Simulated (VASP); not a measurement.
Input of a VASP 6.6.1 run:

POSCAR

```
BAs
1.0
    0.0000000000      2.3885000000      2.3885000000
    2.3885000000      0.0000000000      2.3885000000
    2.3885000000      2.3885000000      0.0000000000
B As
1 1
Direct
    0.0000000000      0.0000000000      0.0000000000
    0.2500000000      0.2500000000      0.2500000000
```

INCAR.step1

```
  ALGO = Normal
  EDIFF = 1E-4
  ENCUT = 520
  GGA = PE
  ISMEAR = -1
  LASPH = True
  LCHARG = False
  LREAL = False
  LWAVE = True
  NBANDS = 11
  NELM = 80
  PREC = Accurate
  SIGMA = 0.05
```

INCAR.step2

```
  ALGO = Normal
  EDIFF = 1E-7
  ENCUT = 520
  ISIF = 2
  ISMEAR = -1
  ISTART = 1
  LASPH = True
  LCHARG = True
  LELF = True
  LMIXTAU = True
  LREAL = False
  LVHAR = True
  LWAVE = False
  METAGGA = R2SCAN
  NBANDS = 11
  NELM = 80
  PREC = Accurate
  SIGMA = 0.05
```

The input KPOINTS:

```
k-points
0
Gamma
  13 13 13
```

Potentials or basis: VASP PAW PBE potentials, release 64 (B, As).

Launch:

```bash
$ cat potpaw_PBE.64/B/POTCAR potpaw_PBE.64/As/POTCAR > POTCAR
$ cp INCAR.step1 INCAR
$ mpirun -np 1 vasp_std > vasp.out
$ cp INCAR.step2 INCAR
$ mpirun -np 1 vasp_std > vasp.out
```

Q: Predict the band gap on the k mesh.

A: 1.37 eV, indirect (least direct gap 3.45 eV).

Q: What does it give for the pressure?

A: 0.9 GPa.

Caveat: the PAW data sets were made with another functional, which shifts forces and pressure a little. A k mesh can miss the band edges.
